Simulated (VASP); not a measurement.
# Al5Cu: single point with PBE

The system is Al5Cu.

```xyz
6
Lattice="2.8396 0.0000 0.0000 -1.4198 2.4591 0.0000 0.0000 0.0000 13.6163" Properties=species:S:1:pos:R:3 pbc="T T T"
Al    0.0000    1.6394   11.2202
Al    0.0000    1.6394    2.3962
Al    1.4198    0.8197    0.0000
Al    1.4198    0.8197    4.7473
Al    1.4198    0.8197    8.8690
Cu    0.0000    1.6394    6.8082
```

```yaml
Program: VASP 6.6.1
Task: single point
Functional: PBE
Potentials_or_basis: VASP PAW PBE potentials, release 64 (Al, Cu)
Cutoff: 520 eV
k_mesh: 6 × 6 × 2
Occupations: gaussian, width 0.1 eV
Spin: no spin polarisation
Dipole_correction: no
Further_INCAR_settings: ALGO = Normal; EDIFF = 1e-06; NBANDS = 22
```

```yaml
Pressure: 0.0 GPa
Largest_force: 0.011 eV/Å
Band_gap_on_the_k_mesh: zero (bands 13 and 14 overlap by 3.89 eV)
```

Forces in eV/Å, atoms in the order of the input:
```
Al   0.000  0.000 -0.007
Al   0.000  0.000  0.007
Al   0.000  0.000  0.000
Al   0.000  0.000 -0.011
Al   0.000  0.000  0.011
Cu   0.000  0.000  0.000
```

Stress tensor (GPa, compression positive):
```
 0.05  0.00  0.00
 0.00  0.05  0.00
 0.00  0.00 -0.19
```

Levels at points of the mesh, in eV from the Fermi level:
| k point | band 11 | band 12 | band 13 | band 14 | band 15 | band 16 |
| --- | --- | --- | --- | --- | --- | --- |
| (0.00, 0.00, 0.00) | -3.14 | -2.86 | 1.31 | 2.14 | 7.82 | 8.52 |
| (0.50, 0.00, 0.00) | -2.60 | -2.07 | -1.60 | -1.14 | -0.55 | 1.42 |
| (0.00, 0.00, 0.50) | -3.14 | -1.58 | -0.58 | 4.47 | 5.20 | 10.89 |
| (0.50, 0.00, 0.50) | -2.60 | -2.47 | -1.61 | -0.34 | 0.06 | 0.51 |

It took 88 s on 1 thread of Intel Xeon 8259CL, on a shared host, peak memory 0.24 GiB.

Caveat: the k points lie up to 0.43 Å⁻¹ apart, too coarse for converged energies and pressures of a metal.
